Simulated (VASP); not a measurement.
# Cr (Im-3m) in VASP: relaxation of cell and atoms with LDA

Aim: the relaxation of cell and atoms of Cr with LDA.

Everything below comes from runs of VASP 6.6.1. Logs are shortened: lines on timing, memory, paths and dates and some standing lists are left out, and cuts for length are marked.

### Step 1. The cell of the first run

The structure is cubic, space group Im-3m (No. 229). Conventional cell: a = 2.800 Å, b = 2.800 Å, c = 2.800 Å, α = 90.00°, β = 90.00°, γ = 90.00°. Within 3.2 Å of Cr (site symmetry m-3m) lie 14 Cr at 2.42 to 2.80 Å.

### Step 2. Relaxation of cell and atoms, LDA, collinear spin, ferromagnetic start, target pressure -3.5 GPa, at which the enthalpy is minimised

File INCAR:

```
SYSTEM = Cr
ALGO = Normal ; EDIFF = 1E-6
EDIFFG = -0.005 ; ENCUT = 600
IBRION = 2 ; ISIF = 3
ISMEAR = -1 ; ISPIN = 2
LASPH = .True. ; LCHARG = .False.
LMAXMIX = 4 ; LORBIT = 11
LREAL = .False. ; LWAVE = .False.
MAGMOM = 2 ; NELM = 150
NSW = 60 ; PREC = Accurate
PSTRESS = -35.0 ; SIGMA = 0.05
```

File KPOINTS:

```
k-points
0
Gamma
  19 19 19
  0 0 0
```

File POSCAR:

```
Cr
1.0
   -1.3999252653      1.3999252653      1.3999252653
    1.3999252653     -1.3999252653      1.3999252653
    1.3999252653      1.3999252653     -1.3999252653
Cr
1
Direct
    0.0000000000      0.0000000000      0.0000000000
```

Potentials or basis: VASP PAW LDA potentials, release 64 (Cr_pv).

Started as:

```sh
$ cat potpaw_LDA.64/Cr_pv/POTCAR > POTCAR
$ mpirun -np 1 vasp_std > vasp.out
```

OUTCAR:

```text
SYSTEM = Cr
   EDIFF = 1E-6
   EDIFFG = -0.005
   ENCUT = 600
   IBRION = 2
   ISIF = 3
   ISMEAR = -1
   ISPIN = 2
   LASPH = .True.
   LORBIT = 11
   LREAL = .False.
   NELM = 150
   NSW = 60
   PREC = Accurate
   PSTRESS = -35.0

 ion  position               nearest neighbor table
   1  0.000  0.000  0.000-

  LATTYP: Found a body centered cubic cell.
 ALAT       =     2.7998505306

  Lattice vectors:

 A1 = (  -1.3999252653,   1.3999252653,   1.3999252653)
 A2 = (   1.3999252653,  -1.3999252653,   1.3999252653)
 A3 = (   1.3999252653,   1.3999252653,  -1.3999252653)

Analysis of symmetry for initial positions (statically):
=====================================================================
 Subroutine PRICEL returns:
 Original cell was already a primitive cell.

 Routine SETGRP: Setting up the symmetry group for a
 body centered cubic supercell.

 Subroutine GETGRP returns: Found 48 space group operations
 (whereof 48 operations were pure point group operations)
 out of a pool of 48 trial point group operations.

The static configuration has the point symmetry O_h .

Analysis of symmetry for dynamics (positions and initial velocities):
=====================================================================
 Subroutine PRICEL returns:
 Original cell was already a primitive cell.

 Routine SETGRP: Setting up the symmetry group for a
 body centered cubic supercell.

 Subroutine GETGRP returns: Found 48 space group operations
 (whereof 48 operations were pure point group operations)
 out of a pool of 48 trial point group operations.

The dynamic configuration has the point symmetry O_h .

Analysis of structural, dynamic, and magnetic symmetry:
=====================================================================
 Subroutine PRICEL returns:
 Original cell was already a primitive cell.

 Routine SETGRP: Setting up the symmetry group for a
 body centered cubic supercell.

 Subroutine GETGRP returns: Found 48 space group operations
 (whereof 48 operations were pure point group operations)
 out of a pool of 48 trial point group operations.

The overall configuration has the point symmetry O_h .

 Subroutine INISYM returns: Found 48 space group operations
 (whereof 48 operations are pure point group operations),
 and found     1 'primitive' translations

----------------------------------------------------------------------------------------

                                     Primitive cell

  volume of cell :      10.9742

  direct lattice vectors                    reciprocal lattice vectors
    -1.399925265  1.399925265  1.399925265     0.000000000  0.357161923  0.357161923
     1.399925265 -1.399925265  1.399925265     0.357161923  0.000000000  0.357161923
     1.399925265  1.399925265 -1.399925265     0.357161923  0.357161923  0.000000000

  length of vectors
     2.424741686  2.424741686  2.424741686     0.505103236  0.505103236  0.505103236

  position of ions in fractional coordinates (direct lattice)
     0.000000000  0.000000000  0.000000000

  ion indices of the primitive-cell ions
   primitive index   ion index
                 1           1

----------------------------------------------------------------------------------------

 KPOINTS: k-points

Automatic generation of k-mesh.
 Grid dimensions read from file:
 generate k-points for:   19   19   19

 Generating k-lattice:

  Cartesian coordinates                     Fractional coordinates (reciprocal lattice)
     0.000000000  0.018797996  0.018797996     0.052631579  0.000000000  0.000000000
     0.018797996  0.000000000  0.018797996     0.000000000  0.052631579  0.000000000
     0.018797996  0.018797996  0.000000000     0.000000000  0.000000000  0.052631579

  Length of vectors
     0.026584381  0.026584381  0.026584381

  Shift w.r.t. Gamma in fractional coordinates (k-lattice)
     0.000000000  0.000000000  0.000000000

 Subroutine IBZKPT returns following result:
 ===========================================

 Found    220 irreducible k-points:

 Following reciprocal coordinates:
            Coordinates               Weight
  0.000000  0.000000  0.000000      1.000000
  0.052632  0.000000  0.000000     12.000000
  0.105263  0.000000  0.000000     12.000000
  0.157895  0.000000  0.000000     12.000000
  0.210526  0.000000  0.000000     12.000000
  0.263158  0.000000  0.000000     12.000000
[... 16 lines left out ...]
  0.263158  0.105263  0.000000     48.000000
  0.315789  0.105263  0.000000     48.000000
 [... further k-points ...]
   k-points           NKPTS =    220   k-points in BZ     NKDIM =    220   number of bands    NBANDS=     11
   number of dos      NEDOS =    301   number of ions     NIONS =      1
   total plane-waves  NPLWV =   8000
   dimension x,y,z NGX =    20 NGY =   20 NGZ =   20
   dimension x,y,z NGXF=    40 NGYF=   40 NGZF=   40
   ions per type =               1
   NGX,Y,Z   is equivalent  to a cutoff of  13.71, 13.71, 13.71 a.u.
   NGXF,Y,Z  is equivalent  to a cutoff of  27.42, 27.42, 27.42 a.u.
 SYSTEM =  Cr
   PREC   = accura    normal or accurate (medium, high low for compatibility)
   ISTART =      0    job   : 0-new  1-cont  2-samecut
   ICHARG =      2    charge: 1-file 2-atom 10-const
   ISPIN  =      2    spin polarized calculation?
   LNONCOLLINEAR =      F non collinear calculations
   LSORBIT =      F    spin-orbit coupling
   LASPH  =      T    aspherical Exc in radial PAW
   ENCUT  =  600.0 eV  44.10 Ry    6.64 a.u.   4.84  4.84  4.84*2*pi/ulx,y,z
   NELM   =    150;   NELMIN=  2; NELMDL= -5     # of ELM steps
   EDIFF  = 0.1E-05   stopping-criterion for ELM
   LREAL  =      F    real-space projection
   EDIFFG = -.5E-02   stopping-criterion for IOM
   NSW    =     60    number of steps for IOM
   IBRION =      2    ionic relax: 0-MD 1-quasi-New 2-CG
   NFREE  =      1    steps in history (QN), initial steepest desc. (CG)
   ISIF   =      3    stress and relaxation
   ISYM   =      2    0-nonsym 1-usesym 2-fastsym
   POTIM  = 0.5000    time-step for ionic-motion
   TEBEG  =    0.0;   TEEND  =   0.0 temperature during run
   PSTRESS=  -35.0 pullay stress
   NELECT =      12.0000    total number of electrons
   NUPDOWN=      -1.0000    fix difference up-down
   EMIN   =  10.00;   EMAX   =-10.00  energy-range for DOS
   EFERMI =   0.00;   METHOD = LEGACY
   ISMEAR =    -1;   SIGMA  =   0.05  broadening in eV -4-tet -1-fermi 0-gaus
   EFERMI_NEDOS =   21; number of points for ismear=-14 and -15
   IALGO  =     38    algorithm
   IMIX   =      4    mixing-type and parameters
     AMIX     =   0.40;   BMIX     =  1.00
     AMIX_MAG =   1.60;   BMIX_MAG =  1.00
  volume/ion in A,a.u.               =      10.97        74.06
  Fermi-wavevector in a.u.,A,eV,Ry     =   1.686593  3.187199 38.703096  2.844597
  Thomas-Fermi vector in A             =   2.769230
   LORBIT       =     11    0 simple, 1 ext, 2 COOP (PROOUT), +10 PAW based schemes
   GGA     = CA    functional components
   LHFCALC =     F    Hartree Fock is set to
   AEXX    =    0.0000 exact exchange contribution
   IVDW    =     0    specifies the selected vdW correction
   LEPSILON=     F    determine dielectric tensor
   LRPA    =     F    only Hartree local field effects (RPA)
 conjugate gradient relaxation of ions
 spin polarized calculation
  energy-cutoff  :      600.00
  volume of cell :       10.97
 maximum number of plane-waves:       378
   NGX =  9   NGY =  9   NGZ =  9

 number of electron      12.0000009 magnetization      -0.0000477

 number of electron      12.0000009 magnetization       0.0000028

 Free energy of the ion-electron system (eV)
  ---------------------------------------------------
  ext. energy  EPLUGINS =         0.00000000
  ---------------------------------------------------
  free energy    TOTEN  =       -10.62943066 eV

  energy without entropy =      -10.62383633  energy(sigma->0) =      -10.62663349

 E-fermi :  11.5268     XC(G=0): -14.3055

 val. band max:       11.5200496425   @ k =   0.3684   0.0526   0.0526
 cond. band min:      11.5407892700   @ k =  -0.3158   0.3158   0.2632
 fundamental gap:      0.0207396275
 Fermi energy:        11.5268312849

 spin component 1

 k-point     1 :       0.0000    0.0000    0.0000
  band No.  band energies     occupation
      1     -30.7253      1.00000
      2     -30.7253      1.00000
      3     -30.7253      1.00000
      4       3.5820      1.00000
      5      10.5504      1.00000
      6      10.5504      1.00000
      7      10.5504      1.00000
      8      12.6932      0.00000
      9      12.6932      0.00000
     10      16.9099      0.00000
     11      34.2767      0.00000

 k-point     2 :       0.0526    0.0000    0.0000
  band No.  band energies     occupation
      1     -30.7569      1.00000
      2     -30.7348      1.00000
      3     -30.7255      1.00000
      4       3.7101      1.00000
      5      10.4990      1.00000
      6      10.5425      1.00000
      7      10.6397      1.00000
      8      12.6345      0.00000
      9      12.6967      0.00000
     10      16.9098      0.00000
     11      34.0251      0.00000

 k-point     3 :       0.1053    0.0000    0.0000
  band No.  band energies     occupation
      1     -30.8479      1.00000
      2     -30.7623      1.00000
      3     -30.7262      1.00000
      4       4.0838      1.00000
      5      10.3530      1.00000
      6      10.5057      1.00000
      7      10.9025      1.00000
      8      12.4942      0.00000
      9      12.7087      0.00000
     10      16.9098      0.00000
     11      33.2819      0.00000
[... 267 lines left out ...]
 k-point    23 :       0.2632    0.1053    0.0000
  band No.  band energies     occupation
      1     -31.5192      1.00000
      2     -30.9853      1.00000
      3     -30.7722      1.00000
      4       6.9598      1.00000
      5       9.3512      1.00000
      6      10.0919      1.00000
      7      12.3473      0.00000
      8      13.0478      0.00000
      9      13.7134      0.00000
     10      16.9094      0.00000
     11      26.7533      0.00000

 k-point    24 :       0.3158    0.1053    0.0000
  band No.  band energies     occupation
      1     -31.6467      1.00000
      2     -31.0417      1.00000
      3     -30.7746      1.00000
      4       7.1709      1.00000
      5       9.1564      1.00000
      6      10.5773      1.00000
      7      12.5128      0.00000
      8      13.1527      0.00000
      9      14.4808      0.00000
     10      16.9091      0.00000
     11      24.8625      0.00000

 [... further k-points ...]

 spin component 2

 k-point     1 :       0.0000    0.0000    0.0000
  band No.  band energies     occupation
      1     -30.7253      1.00000
      2     -30.7253      1.00000
      3     -30.7253      1.00000
      4       3.5820      1.00000
      5      10.5504      1.00000
      6      10.5504      1.00000
      7      10.5504      1.00000
      8      12.6932      0.00000
      9      12.6932      0.00000
     10      16.9099      0.00000
     11      34.2766      0.00000

 k-point     2 :       0.0526    0.0000    0.0000
  band No.  band energies     occupation
      1     -30.7569      1.00000
      2     -30.7348      1.00000
      3     -30.7255      1.00000
      4       3.7101      1.00000
      5      10.4990      1.00000
      6      10.5426      1.00000
      7      10.6397      1.00000
      8      12.6345      0.00000
      9      12.6967      0.00000
     10      16.9098      0.00000
     11      34.0251      0.00000

 k-point     3 :       0.1053    0.0000    0.0000
  band No.  band energies     occupation
      1     -30.8479      1.00000
      2     -30.7623      1.00000
      3     -30.7262      1.00000
      4       4.0838      1.00000
      5      10.3530      1.00000
      6      10.5057      1.00000
      7      10.9025      1.00000
      8      12.4942      0.00000
      9      12.7087      0.00000
     10      16.9098      0.00000
     11      33.2819      0.00000
[... 267 lines left out ...]
 k-point    23 :       0.2632    0.1053    0.0000
  band No.  band energies     occupation
      1     -31.5192      1.00000
      2     -30.9853      1.00000
      3     -30.7722      1.00000
      4       6.9598      1.00000
      5       9.3512      1.00000
      6      10.0919      1.00000
      7      12.3473      0.00000
      8      13.0478      0.00000
      9      13.7134      0.00000
     10      16.9094      0.00000
     11      26.7533      0.00000

 k-point    24 :       0.3158    0.1053    0.0000
  band No.  band energies     occupation
      1     -31.6467      1.00000
      2     -31.0417      1.00000
      3     -30.7746      1.00000
      4       7.1709      1.00000
      5       9.1564      1.00000
      6      10.5773      1.00000
      7      12.5129      0.00000
      8      13.1527      0.00000
      9      14.4808      0.00000
     10      16.9091      0.00000
     11      24.8625      0.00000

 [... further k-points ...]
[... 5 lines left out ...]
  --------------------------------------------------------------------------------------
  -------------------------------------------------------------------------------------
  Total       -0.2394749     -0.2394749     -0.2394749     -0.0000000     -0.0000000      0.0000000
  in kB      -34.9619756    -34.9619756    -34.9619756     -0.0000000     -0.0000000      0.0000000
  external PRESSURE =       0.0380244 kB  Pullay stress =     -35.0000000 kB

 VOLUME and BASIS-vectors are now :
 -----------------------------------------------------------------------------
  energy-cutoff  :      600.00
  volume of cell :       10.97
      direct lattice vectors                 reciprocal lattice vectors
    -1.399925265  1.399925265  1.399925265     0.000000000  0.357161923  0.357161923
     1.399925265 -1.399925265  1.399925265     0.357161923  0.000000000  0.357161923
     1.399925265  1.399925265 -1.399925265     0.357161923  0.357161923  0.000000000

 POSITION                                       TOTAL-FORCE (eV/Angst)
 -----------------------------------------------------------------------------------
      0.00000      0.00000      0.00000        -0.000000     -0.000000      0.000000
 -----------------------------------------------------------------------------------
    total drift:                                0.000000     -0.000000      0.000000

  FREE ENERGIE OF THE ION-ELECTRON SYSTEM (eV)
  ---------------------------------------------------
  free  energy   TOTEN  =       -10.6294306560 eV

  energy  without entropy=      -10.6238363322  energy(sigma->0) =      -10.62663349

  enthalpy is  TOTEN    =       -10.8691659677 eV   P V=       -0.2397353117

 reached required accuracy - stopping structural energy minimisation

 total charge

# of ion       s       p       d       tot
------------------------------------------
    1        0.445   6.434   4.297  11.175

 magnetization (x)

# of ion       s       p       d       tot
------------------------------------------
    1       -0.000  -0.000   0.000   0.000
```

It took 24 s on 1 thread of Intel Xeon 6975P-C (Granite Rapids), shared host; peak memory 0.16 GiB.

Results:

| Quantity | Value |
| --- | --- |
| Free energy | -10.6294 eV |
| Pressure after relaxing | -3.5 GPa |
| Band gap on the k mesh | zero (filled and empty bands overlap) |
| Net moment | 0.00 μB per cell |
| Valence electrons inside the program's atomic spheres | Cr 11.18 |

Final structure:
```
Cr
1.0
    -1.39993    1.39993    1.39993
     1.39993   -1.39993    1.39993
     1.39993    1.39993   -1.39993
Cr
1
Direct
  0.00000 0.00000 0.00000
```

Caveat: the cell is relaxed towards a set pressure, so the run minimises the enthalpy, not the energy; an empty level that is flat over the whole mesh can mark a ghost state of the potentials, or a narrow d or f band; the moments typed at the start vanished in this run.

The gap in the log of VASP goes by the Fermi energy; the results here count the filled bands.